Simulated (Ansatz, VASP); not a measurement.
# One calculation of Pt, two programs

INCAR

```
SYSTEM = Pt
ALGO     = Fast           ! electronic algorithm
EDIFF    = 1E-7           ! SCF threshold, eV
ENCUT    = 520            ! plane-wave cutoff, eV
GGA      = PS             ! functional
ISIF     = 2              ! what is computed and relaxed
ISMEAR   = 0              ! smearing method
LASPH    = .TRUE.         ! aspherical terms in the spheres
LCHARG   = .FALSE.        ! write CHGCAR
LREAL    = .FALSE.        ! projectors in reciprocal space
LWAVE    = .FALSE.        ! write WAVECAR
NBANDS   = 11             ! bands
NELM     = 100            ! most SCF steps
PREC     = Accurate       ! precision mode
SIGMA    = 0.15           ! smearing width, eV
```

The input KPOINTS:

```
k-points
0
G
  26 26 26
  0 0 0
```

Contents of POSCAR:

```
Pt
1.0
    0.0000000000      2.0080061041      1.9590303455
    2.0080061041      0.0000000000      1.9590303455
    2.0080061041      2.0080061041      0.0000000000
Pt
1
Direct
    0.0000000000      0.0000000000      0.0000000000
```

Input for Ansatz:

```yaml
crystal:
  lattice:
    - [0.0, 2.0080061041, 1.9590303455]
    - [2.0080061041, 0.0, 1.9590303455]
    - [2.0080061041, 2.0080061041, 0.0]
  atoms:
    - { symbol: Pt, position: [0.0, 0.0, 0.0] }
basis:
  ecutwfc: 420
kpoints:
  mp_grid: { grid: [26, 26, 26] }
hamiltonian:
  xc: pbesol
scf:
  occupations: { method: gaussian, width: 0.15 }
output:
  forces: true
  stress: true
  eigenvalues: true
```

Change from the starting cell: strain +0.025 along x and y, +0.000 along z, atoms carried along.

Alike in both runs: task single point; functional PBEsol; k mesh 26 × 26 × 26; occupations gaussian, width 0.15 eV; no spin polarisation.

|  | VASP | Ansatz |
| --- | --- | --- |
| version | VASP 6.6.1 | Ansatz 0.2.0 |
| potentials or method | VASP PAW PBE potentials, release 64 (Pt), cutoff 520 eV | scalar-relativistic, plane waves, PAW |
| valence electrons in the cell | 10 | 18 |

```csv
,VASP,Ansatz,Ansatz less VASP
gap on the k mesh at the Fermi level (eV),none,none,-
pressure (GPa),-12.6,-12.3,+0.37
"traceless stress, the component that is largest in VASP (GPa)",1.30,1.30,+0.006
```

VASP's potentials were made for PBE, not for PBEsol. A gap of «none» marks a metal or a gap that the smearing closes. With one functional, cell and mesh, what is left measures potentials, basis and numerics. VASP's potentials hold 10 valence electrons a cell and Ansatz's 18, so a difference there can come from the potentials and not from the codes.

Spin-orbit coupling is off throughout.
